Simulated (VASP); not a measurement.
# MgO in VASP: a series of runs

MgO is run at these levels: PBEsol; tasks: single point, molecular dynamics.

Program: VASP 6.6.1. These are calculated values, not measurements. Logs are shortened: lines on timing, memory, paths and dates and some standing lists are left out, and cuts for length are marked.

**1. The cell of the first run**

The typed cell holds 8 atoms: a = 3.251 Å, b = 3.251 Å, c = 10.386 Å, α = 90.00°, β = 90.00°, γ = 120.00°.

**2. Single point, PBEsol**

Contents of INCAR:

```
SYSTEM = MgO
PREC     = Accurate       ! precision mode
ENCUT    = 520            ! plane-wave cutoff, eV
EDIFF    = 1E-6           ! SCF threshold, eV
ISMEAR   = 0              ! smearing method
SIGMA    = 0.01           ! smearing width, eV
LREAL    = .FALSE.        ! projectors in reciprocal space
LASPH    = .TRUE.         ! aspherical terms in the spheres
NELM     = 100            ! most SCF steps
ALGO     = Normal         ! electronic algorithm
ISIF     = 2              ! what is computed and relaxed
LWAVE    = .FALSE.        ! write WAVECAR
LCHARG   = .FALSE.        ! write CHGCAR
GGA      = PS             ! functional
NBANDS   = 26             ! bands
```

Contents of KPOINTS:

```
Automatic mesh
0
Gamma
  2 2 1
  0.5 0.5 0
```

Contents of POSCAR:

```
MgO
1.0
    3.2505940000      0.0000000000      0.0000000000
   -1.6252970000      2.8150970000      0.0000000000
    0.0000000000      0.0000000000     10.3863380000
Mg O
4 4
Direct
    0.3277238957      0.6586995048      0.9708803045
    0.0031472243     -0.0052751291      0.2202537603
   -0.0032605238      0.0007157835      0.7204172443
    0.6506086954      0.3320997465      0.4739894850
    0.3309428175      0.6500514902      0.7817588836
    0.0026169550     -0.0047937957      0.5289315638
    0.0173298218      0.0293467685      0.0272733277
    0.6821989215      0.3462996124      0.2743025501
```

Potentials or basis: VASP PAW PBE potentials, release 64 (Mg, O).

On the command line:

```sh
$ cat potpaw_PBE.64/Mg/POTCAR potpaw_PBE.64/O/POTCAR > POTCAR
$ mpirun -np 1 vasp_std > vasp.out
```

OUTCAR:

```text
SYSTEM = MgO
   PREC = Accurate
   ENCUT = 520
   EDIFF = 1E-6
   ISMEAR = 0
   LREAL = .FALSE.
   LASPH = .TRUE.
   NELM = 100
   ISIF = 2
   GGA = PS

 ion  position               nearest neighbor table
   1  0.328  0.659  0.971-   7 1.87   5 1.96   7 2.01   7 2.03   2 3.19   3 3.19   2 3.19   3 3.21
                             2 3.21   3 3.22
   2  0.003  0.995  0.220-   8 1.91   8 1.98   8 1.99   7 2.01   1 3.19   1 3.19   4 3.20   1 3.21
                             4 3.23   4 3.27
   3  0.997  0.001  0.720-   5 1.94   5 1.98   6 1.99   5 2.03   4 3.15   4 3.18   4 3.19   1 3.19
                             1 3.21   1 3.22
   4  0.651  0.332  0.474-   6 1.91   6 1.95   6 2.02   8 2.08   3 3.15   3 3.18   3 3.19   2 3.20
                             2 3.23   2 3.27
   5  0.331  0.650  0.782-   3 1.94   1 1.96   3 1.98   3 2.03
   6  0.003  0.995  0.529-   4 1.91   4 1.95   3 1.99   4 2.02
   7  0.017  0.029  0.027-   1 1.87   2 2.01   1 2.01   1 2.03
   8  0.682  0.346  0.274-   2 1.91   2 1.98   2 1.99   4 2.08

  LATTYP: Found a hexagonal cell.
 ALAT       =     3.2505940000
 C/A-ratio  =     3.1952123212

  Lattice vectors:

 A1 = (   3.2505940000,   0.0000000000,   0.0000000000)
 A2 = (  -1.6252970000,   2.8150970000,   0.0000000000)
 A3 = (   0.0000000000,   0.0000000000,  10.3863380000)

Analysis of symmetry for initial positions (statically):
=====================================================================
 Subroutine PRICEL returns:
 Original cell was already a primitive cell.

 Routine SETGRP: Setting up the symmetry group for a
 hexagonal supercell.

 Subroutine GETGRP returns: Found  1 space group operations
 (whereof  1 operations were pure point group operations)
 out of a pool of 24 trial point group operations.

The static configuration has the point symmetry C_1 .

Analysis of symmetry for dynamics (positions and initial velocities):
=====================================================================
 Subroutine PRICEL returns:
 Original cell was already a primitive cell.

 Routine SETGRP: Setting up the symmetry group for a
 hexagonal supercell.

 Subroutine GETGRP returns: Found  1 space group operations
 (whereof  1 operations were pure point group operations)
 out of a pool of 24 trial point group operations.

The dynamic configuration has the point symmetry C_1 .

 Subroutine INISYM returns: Found  1 space group operations
 (whereof  1 operations are pure point group operations),
 and found     1 'primitive' translations
[... 92 lines left out ...]
   IBRION =     -1    ionic relax: 0-MD 1-quasi-New 2-CG
   NFREE  =      0    steps in history (QN), initial steepest desc. (CG)
   ISIF   =      2    stress and relaxation
   ISYM   =      2    0-nonsym 1-usesym 2-fastsym
   POTIM  = 0.5000    time-step for ionic-motion
   TEBEG  =    0.0;   TEEND  =   0.0 temperature during run
   PSTRESS=    0.0 pullay stress
   NELECT =      32.0000    total number of electrons
   NUPDOWN=      -1.0000    fix difference up-down
   EMIN   =  10.00;   EMAX   =-10.00  energy-range for DOS
   EFERMI =   0.00;   METHOD = LEGACY
   ISMEAR =     0;   SIGMA  =   0.01  broadening in eV -4-tet -1-fermi 0-gaus
   EFERMI_NEDOS =   21; number of points for ismear=-14 and -15
   IALGO  =     38    algorithm
   IMIX   =      4    mixing-type and parameters
     AMIX     =   0.40;   BMIX     =  1.00
     AMIX_MAG =   1.60;   BMIX_MAG =  1.00
  volume/ion in A,a.u.               =      11.88        80.17
  Fermi-wavevector in a.u.,A,eV,Ry     =   1.138899  2.152208 17.648001  1.297092
  Thomas-Fermi vector in A             =   2.275603
   LORBIT       =      0    0 simple, 1 ext, 2 COOP (PROOUT), +10 PAW based schemes
   GGA     = PS    functional components
   LHFCALC =     F    Hartree Fock is set to
   AEXX    =    0.0000 exact exchange contribution
   IVDW    =     0    specifies the selected vdW correction
   LEPSILON=     F    determine dielectric tensor
   LRPA    =     F    only Hartree local field effects (RPA)
 non-spin polarized calculation
 Gauss-broadening in eV      SIGMA  =   0.01
  energy-cutoff  :      520.00
  volume of cell :       95.04
 maximum number of plane-waves:      2566
   NGX = 13   NGY = 13   NGZ = 39

 number of electron      31.9999999 magnetization

 Free energy of the ion-electron system (eV)
  ---------------------------------------------------
  ext. energy  EPLUGINS =         0.00000000
  ---------------------------------------------------
  free energy    TOTEN  =       -49.05093933 eV

  energy without entropy =      -49.05093933  energy(sigma->0) =      -49.05093933

 E-fermi :   0.7638     XC(G=0):  -9.9623

 val. band max:        0.6938549822   @ k =   0.0000  -0.2500   0.0000
 cond. band min:       6.2588452717   @ k =   0.0000  -0.2500   0.0000
 fundamental gap:      5.5649902895
 Fermi energy:         0.7637618946

 k-point     1 :       0.2500    0.2500    0.0000
  band No.  band energies     occupation
      1     -14.8430      2.00000
      2     -14.4183      2.00000
      3     -14.3133      2.00000
      4     -14.1757      2.00000
      5      -2.0667      2.00000
      6      -1.8671      2.00000
[... 163 lines left out ...]
     25      14.1198      0.00000
     26      14.6270      0.00000

------------------------ aborting loop because EDIFF is reached ----------------------------------------

  FORCE on cell =-STRESS in cart. coord.  units (eV):
  Direction    XX          YY          ZZ          XY          YZ          ZX
  --------------------------------------------------------------------------------------
  -------------------------------------------------------------------------------------
  Total       -1.1444608      2.4597571      0.0119768      0.5483665     -0.6306715     -0.4206369
  in kB      -19.2926975     41.4652472      0.2018991      9.2440635    -10.6315174     -7.0908688
  external PRESSURE =       7.4581496 kB  Pullay stress =       0.0000000 kB

 VOLUME and BASIS-vectors are now :
 -----------------------------------------------------------------------------
  energy-cutoff  :      520.00
  volume of cell :       95.04
      direct lattice vectors                 reciprocal lattice vectors
     3.250594000  0.000000000  0.000000000     0.307636081  0.177613773  0.000000000
    -1.625297000  2.815097000  0.000000000     0.000000000  0.355227546  0.000000000
     0.000000000  0.000000000 10.386338000     0.000000000  0.000000000  0.096280325

 POSITION                                       TOTAL-FORCE (eV/Angst)
 -----------------------------------------------------------------------------------
     -0.00529      1.85430     10.08389         0.094251      1.197653     -0.191956
     -1.60649      2.80025      2.28763         0.057140      0.611697     -0.345288
      3.23883      0.00201      7.48250         0.221801     -0.443648      0.427132
      1.57510      0.93489      4.92301         0.697394      0.015956     -1.041726
      0.01923      1.82996      8.11961        -0.220853      0.487395     -0.456791
     -1.60900      2.80160      5.49366        -0.634297      0.031227      0.274835
      0.00863      0.08261      0.28327        -0.069970     -1.317243      0.363559
      1.65471      0.97487      2.84900        -0.145466     -0.583037      0.970235
 -----------------------------------------------------------------------------------
    total drift:                                0.000126      0.000370     -0.001310

  FREE ENERGIE OF THE ION-ELECTRON SYSTEM (eV)
  ---------------------------------------------------
  free  energy   TOTEN  =       -49.0509393309 eV

  energy  without entropy=      -49.0509393309  energy(sigma->0) =      -49.05093933
```

stdout:

```text
POSCAR found type information on POSCAR MgO
 POSCAR found :  2 types and       8 ions
 scaLAPACK will be used
 -----------------------------------------------------------------------------
|                                                                             |
|                                                                             |
|     You enforced a specific xc type in the INCAR file but a different       |
|     I HOPE YOU KNOW WHAT YOU ARE DOING!                                     |
|                                                                             |
 -----------------------------------------------------------------------------

 LDA part: xc-table for (Slater+PW92), standard interpolation
 POSCAR, INCAR and KPOINTS ok, starting setup
 FFT: planning ... GRIDC
 FFT: planning ... GRID_SOFT
 FFT: planning ... GRID
 WAVECAR not read
 entering main loop
```

Run time: 23 s. Hardware: 1 thread of Intel Xeon 8259CL, shared host; peak memory 0.2 GiB.

What came out:

| Property | Result |
| --- | --- |
| Free energy | -49.0509 eV |
| Pressure | 0.7 GPa |
| Largest force | 1.368 eV/Å |
| Band gap on the k mesh | 5.56 eV, direct |

Forces in eV/Å, atoms in the order of the input:
```
Mg   0.094  1.198 -0.192
Mg   0.057  0.612 -0.345
Mg   0.222 -0.444  0.427
Mg   0.697  0.016 -1.042
O   -0.221  0.487 -0.457
O   -0.634  0.031  0.275
O   -0.070 -1.317  0.364
O   -0.145 -0.583  0.970
```

Caveat: the k points lie up to 1.12 Å⁻¹ apart; the PAW data sets were made with another functional, which shifts forces and pressure a little. A k mesh can miss the band edges.

**3. Single point, PBEsol**

Contents of INCAR:

```
PREC = Accurate
ENCUT = 520
EDIFF = 1E-6
ISMEAR = 0
SIGMA = 0.01
LREAL = False
LASPH = True
NELM = 60
ALGO = Normal
ISIF = 2
LWAVE = False
LCHARG = False
GGA = PS
NBANDS = 26
```

KPOINTS is that of step 2.

Contents of POSCAR:

```
MgO
1.0
    3.2505940000      0.0000000000      0.0000000000
   -1.6252970000      2.8150970000      0.0000000000
    0.0000000000      0.0000000000     10.3863380000
Mg O
4 4
Direct
    0.3315968404      0.6650204238      0.9714017587
    0.0116001485     -0.0035597352      0.2184020971
   -0.0076326279     -0.0035480127      0.7212752945
    0.6416036260      0.3318617440      0.4746823183
    0.3312296004      0.6414347356      0.7813950403
   -0.0038635774     -0.0100731875      0.5297858591
    0.0194317951      0.0345025411      0.0268751123
    0.6878875194      0.3496696561      0.2738747767
```

Potentials or basis: VASP PAW PBE potentials, release 64 (Mg, O).

On the command line:

```sh
$ cat potpaw_PBE.64/Mg/POTCAR potpaw_PBE.64/O/POTCAR > POTCAR
$ mpirun -np 1 vasp_std > vasp.out
```

OUTCAR:

```text
PREC = Accurate
   ENCUT = 520
   EDIFF = 1E-6
   ISMEAR = 0
   LREAL = False
   LASPH = True
   NELM = 60
   ISIF = 2
   GGA = PS

 ion  position               nearest neighbor table
   1  0.332  0.665  0.971-   7 1.87   5 1.97   7 2.01   7 2.02   2 3.15   2 3.18   3 3.20   2 3.20
                             3 3.21   3 3.21
   2  0.012  0.996  0.218-   8 1.91   8 1.99   8 1.99   7 1.99   1 3.15   1 3.18   4 3.20   1 3.20
                             4 3.26   4 3.32
   3  0.992  0.996  0.721-   5 1.92   5 1.96   6 1.99   5 2.05   4 3.15   4 3.17   1 3.20   1 3.21
                             4 3.21   1 3.21
   4  0.642  0.332  0.475-   6 1.91   6 1.94   6 2.04   8 2.09   3 3.15   3 3.17   2 3.20   3 3.21
                             2 3.26   2 3.32
   5  0.331  0.641  0.781-   3 1.92   3 1.96   1 1.97   3 2.05
   6  0.996  0.990  0.530-   4 1.91   4 1.94   3 1.99   4 2.04
   7  0.019  0.035  0.027-   1 1.87   2 1.99   1 2.01   1 2.02
   8  0.688  0.350  0.274-   2 1.91   2 1.99   2 1.99   4 2.09

  LATTYP: Found a hexagonal cell.
 ALAT       =     3.2505940000
[... 179 lines left out ...]
 fundamental gap:      5.6037003734
 Fermi energy:         0.7780716213

 k-point     1 :       0.2500    0.2500    0.0000
  band No.  band energies     occupation
      1     -14.7810      2.00000
      2     -14.4393      2.00000
      3     -14.3354      2.00000
      4     -14.1914      2.00000
      5      -2.0235      2.00000
      6      -1.8552      2.00000
[... 163 lines left out ...]
     25      14.0961      0.00000
     26      14.6077      0.00000

------------------------ aborting loop because EDIFF is reached ----------------------------------------

  FORCE on cell =-STRESS in cart. coord.  units (eV):
  Direction    XX          YY          ZZ          XY          YZ          ZX
  --------------------------------------------------------------------------------------
  -------------------------------------------------------------------------------------
  Total       -1.2806727      2.7929958      0.0510185      0.9256758     -0.5541477     -0.4648846
  in kB      -21.5888837     47.0828040      0.8600428     15.6045394     -9.3415207     -7.8367716
  external PRESSURE =       8.7846544 kB  Pullay stress =       0.0000000 kB

 VOLUME and BASIS-vectors are now :
 -----------------------------------------------------------------------------
  energy-cutoff  :      520.00
  volume of cell :       95.04
      direct lattice vectors                 reciprocal lattice vectors
     3.250594000  0.000000000  0.000000000     0.307636081  0.177613773  0.000000000
    -1.625297000  2.815097000  0.000000000     0.000000000  0.355227546  0.000000000
     0.000000000  0.000000000 10.386338000     0.000000000  0.000000000  0.096280325

 POSITION                                       TOTAL-FORCE (eV/Angst)
 -----------------------------------------------------------------------------------
     -0.00297      1.87210     10.08931         0.084920      1.141594     -0.359644
     -1.58180      2.80508      2.26840        -0.069253      0.654340     -0.083544
      1.60625      2.80511      7.49141         0.361082     -0.546642      0.300150
      1.54622      0.93422      4.93021         0.851739     -0.075634     -1.108290
      0.03417      1.80570      8.11583        -0.376482      0.637644     -0.244247
      1.62911      2.78674      5.50254        -0.731820      0.139875      0.272227
      0.00709      0.09713      0.27913        -0.030392     -1.313730      0.315170
      1.66773      0.98435      2.84456        -0.089793     -0.637448      0.908178
 -----------------------------------------------------------------------------------
    total drift:                               -0.000370      0.001532     -0.001096

  FREE ENERGIE OF THE ION-ELECTRON SYSTEM (eV)
  ---------------------------------------------------
  free  energy   TOTEN  =       -49.0154279395 eV

  energy  without entropy=      -49.0154279395  energy(sigma->0) =      -49.01542794
```

stdout:

```text
POSCAR found type information on POSCAR MgO
 POSCAR found :  2 types and       8 ions
 scaLAPACK will be used
 -----------------------------------------------------------------------------
|                                                                             |
|                                                                             |
|     You enforced a specific xc type in the INCAR file but a different       |
|     I HOPE YOU KNOW WHAT YOU ARE DOING!                                     |
|                                                                             |
 -----------------------------------------------------------------------------

 LDA part: xc-table for (Slater+PW92), standard interpolation
 POSCAR, INCAR and KPOINTS ok, starting setup
 FFT: planning ... GRIDC
 FFT: planning ... GRID_SOFT
 FFT: planning ... GRID
 WAVECAR not read
 entering main loop
```

It took 24 s on 1 thread of Intel Xeon 8259CL, shared host; peak memory 0.2 GiB.

Results:

* Free energy: -49.0154 eV
* Pressure: 0.9 GPa
* Largest force: 1.400 eV/Å
* Band gap on the k mesh: 5.60 eV, indirect (least direct gap 5.62 eV)

Forces in eV/Å, atoms in the order of the input:
```
Mg   0.085  1.142 -0.360
Mg  -0.069  0.654 -0.084
Mg   0.361 -0.547  0.300
Mg   0.852 -0.076 -1.108
O   -0.376  0.638 -0.244
O   -0.732  0.140  0.272
O   -0.030 -1.314  0.315
O   -0.090 -0.637  0.908
```

Caveat: the k points lie up to 1.12 Å⁻¹ apart; the PAW data sets were made with another functional, which shifts forces and pressure a little.

(Part 1 of 2 ends here.)
